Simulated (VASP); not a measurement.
# LuPd in VASP: further runs

Runs on LuPd. Level: PBEsol. Tasks: single point.

Program: VASP 6.6.1. These are calculated values, not measurements. Logs are shortened: lines on timing, memory, paths and dates and some standing lists are left out, and cuts for length are marked.

**1. The cell of the first run**

The cell holds a slab with vacuum, 4 atoms: a = 3.415 Å, b = 3.415 Å, c = 11.123 Å, α = 90.00°, β = 90.00°, γ = 90.00°.

**2. Single point, PBEsol**

INCAR

```
  PREC = Accurate
  ENCUT = 520
  EDIFF = 1E-6
  ISMEAR = -1
  SIGMA = 0.1
  LREAL = F
  LASPH = T
  NELM = 60
  ALGO = Normal
  ISIF = 2
  LWAVE = F
  LCHARG = F
  LDIPOL = T
  IDIPOL = 3
  DIPOL = 0.5 0.5 0.500
  GGA = PS
  NBANDS = 43
```

KPOINTS

```
regular mesh
0
Gamma
  5 5 1
```

POSCAR

```
LuPd
1.0
    3.4150000000      0.0000000000      0.0000000000
    0.0000000000      3.4150000000      0.0000000000
    0.0000000000      0.0000000000     11.1225000000
Lu Pd
2 2
Direct
    0.0000000000      0.0000000000      0.2697235334
    0.0000000000      0.0000000000      0.5767588222
    0.5000000000      0.5000000000      0.4232411778
    0.5000000000      0.5000000000      0.7302764666
```

Potentials or basis: VASP PAW PBE potentials, release 64 (Lu, Pd).

Launch:

```sh
> cat potpaw_PBE.64/Lu/POTCAR potpaw_PBE.64/Pd/POTCAR > POTCAR
> mpirun -np 1 vasp_std > vasp.out
```

OUTCAR:

```text
PREC = Accurate
   ENCUT = 520
   EDIFF = 1E-6
   ISMEAR = -1
   LREAL = F
   LASPH = T
   NELM = 60
   ISIF = 2
   GGA = PS

 ion  position               nearest neighbor table
   1  0.000  0.000  0.270-   3 2.96   3 2.96   3 2.96   3 2.96   2 3.41
   2  0.000  0.000  0.577-   3 2.96   3 2.96   3 2.96   3 2.96   4 2.96   4 2.96   4 2.96   4 2.96
                             1 3.41
   3  0.500  0.500  0.423-   2 2.96   2 2.96   2 2.96   2 2.96   1 2.96   1 2.96   1 2.96   1 2.96
                             4 3.41
   4  0.500  0.500  0.730-   2 2.96   2 2.96   2 2.96   2 2.96   3 3.41

  LATTYP: Found a simple tetragonal cell.
 ALAT       =     3.4150000000
 C/A-ratio  =     3.2569546120

  Lattice vectors:

 A1 = (   3.4150000000,   0.0000000000,   0.0000000000)
 A2 = (   0.0000000000,   3.4150000000,   0.0000000000)
 A3 = (   0.0000000000,   0.0000000000,  11.1225000000)

Analysis of symmetry for initial positions (statically):
=====================================================================
 Subroutine PRICEL returns:
 Original cell was already a primitive cell.

 Routine SETGRP: Setting up the symmetry group for a
 simple tetragonal supercell.

 Subroutine GETGRP returns: Found  8 space group operations
 (whereof  8 operations were pure point group operations)
 out of a pool of 16 trial point group operations.

The static configuration has the point symmetry C_4v.

Analysis of symmetry for dynamics (positions and initial velocities):
=====================================================================
 Subroutine PRICEL returns:
 Original cell was already a primitive cell.

 Routine SETGRP: Setting up the symmetry group for a
 simple tetragonal supercell.

 Subroutine GETGRP returns: Found  8 space group operations
 (whereof  8 operations were pure point group operations)
 out of a pool of 16 trial point group operations.

The dynamic configuration has the point symmetry C_4v.

 Subroutine INISYM returns: Found  8 space group operations
 (whereof  8 operations are pure point group operations),
 and found     1 'primitive' translations

----------------------------------------------------------------------------------------

                                     Primitive cell

  volume of cell :     129.7131

  direct lattice vectors                    reciprocal lattice vectors
     3.415000000  0.000000000  0.000000000     0.292825769  0.000000000  0.000000000
     0.000000000  3.415000000  0.000000000     0.000000000  0.292825769  0.000000000
     0.000000000  0.000000000 11.122500000     0.000000000  0.000000000  0.089907844

  length of vectors
     3.415000000  3.415000000 11.122500000     0.292825769  0.292825769  0.089907844

  position of ions in fractional coordinates (direct lattice)
     0.000000000  0.000000000  0.269723533
     0.000000000  0.000000000  0.576758822
     0.500000000  0.500000000  0.423241178
     0.500000000  0.500000000  0.730276467

  ion indices of the primitive-cell ions
   primitive index   ion index
                 1           1
                 2           2
                 3           3
                 4           4

----------------------------------------------------------------------------------------

 KPOINTS: regular mesh

Automatic generation of k-mesh.
 Grid dimensions read from file:
 generate k-points for:    5    5    1

 Generating k-lattice:

  Cartesian coordinates                     Fractional coordinates (reciprocal lattice)
     0.058565154  0.000000000  0.000000000     0.200000000  0.000000000  0.000000000
     0.000000000  0.058565154  0.000000000     0.000000000  0.200000000  0.000000000
     0.000000000  0.000000000  0.089907844     0.000000000  0.000000000  1.000000000

  Length of vectors
     0.058565154  0.058565154  0.089907844

  Shift w.r.t. Gamma in fractional coordinates (k-lattice)
     0.000000000  0.000000000  0.000000000

 Subroutine IBZKPT returns following result:
 ===========================================

 Found      6 irreducible k-points:

 Following reciprocal coordinates:
            Coordinates               Weight
  0.000000  0.000000  0.000000      1.000000
  0.200000  0.000000  0.000000      4.000000
  0.400000  0.000000  0.000000      4.000000
  0.200000  0.200000  0.000000      4.000000
  0.400000  0.200000  0.000000      8.000000
  0.400000  0.400000  0.000000      4.000000
   k-points           NKPTS =      6   k-points in BZ     NKDIM =      6   number of bands    NBANDS=     43
   number of dos      NEDOS =    301   number of ions     NIONS =      4
   total plane-waves  NPLWV =  65856
   dimension x,y,z NGX =    28 NGY =   28 NGZ =   84
   dimension x,y,z NGXF=    56 NGYF=   56 NGZF=  168
   ions per type =               2   2
   NGX,Y,Z   is equivalent  to a cutoff of  13.63, 13.63, 12.56 a.u.
   NGXF,Y,Z  is equivalent  to a cutoff of  27.26, 27.26, 25.11 a.u.
 SYSTEM =  unknown system
   PREC   = accura    normal or accurate (medium, high low for compatibility)
   ISTART =      0    job   : 0-new  1-cont  2-samecut
   ICHARG =      2    charge: 1-file 2-atom 10-const
   ISPIN  =      1    spin polarized calculation?
   LNONCOLLINEAR =      F non collinear calculations
   LSORBIT =      F    spin-orbit coupling
   LASPH  =      T    aspherical Exc in radial PAW
   ENCUT  =  520.0 eV  38.22 Ry    6.18 a.u.   6.35  6.35 20.68*2*pi/ulx,y,z
   NELM   =     60;   NELMIN=  2; NELMDL= -5     # of ELM steps
   EDIFF  = 0.1E-05   stopping-criterion for ELM
   LREAL  =      F    real-space projection
   EDIFFG = 0.1E-04   stopping-criterion for IOM
   NSW    =      0    number of steps for IOM
   IBRION =     -1    ionic relax: 0-MD 1-quasi-New 2-CG
   NFREE  =      0    steps in history (QN), initial steepest desc. (CG)
   ISIF   =      2    stress and relaxation
   ISYM   =      2    0-nonsym 1-usesym 2-fastsym
   POTIM  = 0.5000    time-step for ionic-motion
   TEBEG  =    0.0;   TEEND  =   0.0 temperature during run
   PSTRESS=    0.0 pullay stress
   NELECT =      70.0000    total number of electrons
   NUPDOWN=      -1.0000    fix difference up-down
   EMIN   =  10.00;   EMAX   =-10.00  energy-range for DOS
   EFERMI =   0.00;   METHOD = LEGACY
   ISMEAR =    -1;   SIGMA  =   0.10  broadening in eV -4-tet -1-fermi 0-gaus
   EFERMI_NEDOS =   21; number of points for ismear=-14 and -15
   IALGO  =     38    algorithm
   IMIX   =      4    mixing-type and parameters
     AMIX     =   0.40;   BMIX     =  1.00
     AMIX_MAG =   1.60;   BMIX_MAG =  1.00
  volume/ion in A,a.u.               =      32.43       218.84
  Fermi-wavevector in a.u.,A,eV,Ry     =   1.332845  2.518711 24.170412  1.776475
  Thomas-Fermi vector in A             =   2.461748
   LORBIT       =      0    0 simple, 1 ext, 2 COOP (PROOUT), +10 PAW based schemes
   GGA     = PS    functional components
   LHFCALC =     F    Hartree Fock is set to
   AEXX    =    0.0000 exact exchange contribution
   IVDW    =     0    specifies the selected vdW correction
   LEPSILON=     F    determine dielectric tensor
   LRPA    =     F    only Hartree local field effects (RPA)
 non-spin polarized calculation
  energy-cutoff  :      520.00
  volume of cell :      129.71
 maximum number of plane-waves:      3521
 NGX is ok and might be reduce to    28
   NGX = 13   NGY = 13   NGZ = 41

 number of electron      70.0000012 magnetization

 dipolmoment           0.000000      0.000000      0.116157 electrons x Angstroem

 Free energy of the ion-electron system (eV)
  ---------------------------------------------------
  ext. energy  EPLUGINS =         0.00000000
  ---------------------------------------------------
  free energy    TOTEN  =       -22.74518546 eV

  energy without entropy =      -22.66074622  energy(sigma->0) =      -22.70296584

 E-fermi :   1.8769     XC(G=0):  -8.9955

 val. band max:        1.8433110938   @ k =   0.4000   0.4000   0.0000
 cond. band min:       1.9029078682   @ k =   0.4000   0.4000   0.0000
 fundamental gap:      0.0595967744
 Fermi energy:         1.8768812997

 k-point     1 :       0.0000    0.0000    0.0000
  band No.  band energies     occupation
      1     -55.1021      2.00000
      2     -54.0527      2.00000
      3     -25.8225      2.00000
      4     -25.5808      2.00000
      5     -25.5808      2.00000
      6     -24.7633      2.00000
[... 35 lines left out ...]
     42       5.9734      0.00000
     43       6.6518      0.00000

 k-point     2 :       0.2000    0.0000    0.0000
  band No.  band energies     occupation
      1     -55.0982      2.00000
      2     -54.0487      2.00000
      3     -25.8112      2.00000
      4     -25.6829      2.00000
      5     -25.5724      2.00000
      6     -24.7513      2.00000
[... 35 lines left out ...]
     42       5.2201      0.00000
     43       5.9890      0.00000

 k-point     3 :       0.4000    0.0000    0.0000
  band No.  band energies     occupation
      1     -55.0919      2.00000
      2     -54.0422      2.00000
      3     -25.8438      2.00000
      4     -25.7929      2.00000
      5     -25.5587      2.00000
      6     -24.8564      2.00000
[... 35 lines left out ...]
     42       4.7585      0.00000
     43       6.0496      0.00000

 k-point     4 :       0.2000    0.2000    0.0000
  band No.  band energies     occupation
      1     -55.0944      2.00000
      2     -54.0447      2.00000
      3     -25.8007      2.00000
      4     -25.6760      2.00000
      5     -25.6704      2.00000
      6     -24.7401      2.00000
[... 35 lines left out ...]
     42       5.3828      0.00000
     43       5.4532      0.00000

 k-point     5 :       0.4000    0.2000    0.0000
  band No.  band energies     occupation
      1     -55.0881      2.00000
      2     -54.0382      2.00000
      3     -25.8322      2.00000
      4     -25.7836      2.00000
      5     -25.6575      2.00000
      6     -24.8439      2.00000
[... 35 lines left out ...]
     42       5.1915      0.00000
     43       6.2521      0.00000

 k-point     6 :       0.4000    0.4000    0.0000
  band No.  band energies     occupation
      1     -55.0819      2.00000
      2     -54.0319      2.00000
      3     -25.8144      2.00000
      4     -25.8123      2.00000
      5     -25.7684      2.00000
      6     -24.8248      2.00000
[... 35 lines left out ...]
     42       6.3326      0.00000
     43       6.9970      0.00000

------------------------ aborting loop because EDIFF is reached ----------------------------------------

 vacuum level on the upper side and lower side of the slab       (xc-potential included)        -2.128        -3.995

  FORCE on cell =-STRESS in cart. coord.  units (eV):
  Direction    XX          YY          ZZ          XY          YZ          ZX
  --------------------------------------------------------------------------------------
  -------------------------------------------------------------------------------------
  Total       -3.7867921     -3.7867921     -4.0749023      0.0000000      0.0000000      0.0000000
  in kB      -46.7733217    -46.7733217    -50.3319723      0.0000000      0.0000000      0.0000000
  external PRESSURE =     -47.9595385 kB  Pullay stress =       0.0000000 kB

 VOLUME and BASIS-vectors are now :
 -----------------------------------------------------------------------------
  energy-cutoff  :      520.00
  volume of cell :      129.71
      direct lattice vectors                 reciprocal lattice vectors
     3.415000000  0.000000000  0.000000000     0.292825769  0.000000000  0.000000000
     0.000000000  3.415000000  0.000000000     0.000000000  0.292825769  0.000000000
     0.000000000  0.000000000 11.122500000     0.000000000  0.000000000  0.089907844

 POSITION                                       TOTAL-FORCE (eV/Angst)
 -----------------------------------------------------------------------------------
      0.00000      0.00000      3.00000        -0.000000     -0.000000      0.598704
      0.00000      0.00000      6.41500        -0.000000      0.000000      1.285763
      1.70750      1.70750      4.70750         0.000000     -0.000000     -0.582214
      1.70750      1.70750      8.12250         0.000000      0.000000     -1.302253
 -----------------------------------------------------------------------------------
    total drift:                               -0.000000      0.000000      0.084621

  FREE ENERGIE OF THE ION-ELECTRON SYSTEM (eV)
  ---------------------------------------------------
  free  energy   TOTEN  =       -22.7451854566 eV

  energy  without entropy=      -22.6607462207  energy(sigma->0) =      -22.70296584

 vacuum level on the upper side and lower side of the slab         4.168         2.214
```

It took 47 s on 1 thread of Intel Xeon Platinum 8375C at 2.90GHz (Ice Lake), shared host; peak memory 0.25 GiB.

What came out:

| Quantity | Value |
| --- | --- |
| Free energy | -22.7452 eV |
| Largest force | 1.302 eV/Å |
| Band gap on the k mesh | 0.06 eV, direct |

Forces on the atoms (eV/Å):
```
Lu   0.000  0.000  0.599
Lu   0.000  0.000  1.286
Pd   0.000  0.000 -0.582
Pd   0.000  0.000 -1.302
```

Levels at points of the mesh, in eV from the valence-band top:
```
           k point  band 32  band 33  band 34  band 35  band 36  band 37  band 38  band 39
(0.00, 0.00, 0.00)    -1.54    -1.54    -1.30    -0.74     0.34     0.69     1.41     1.64
```

Caveat: the PAW data sets were made with another functional, which shifts forces and pressure a little; spin-orbit coupling is left out, which moves the levels of the heavy elements.

(Part 1 of 2 ends here.)
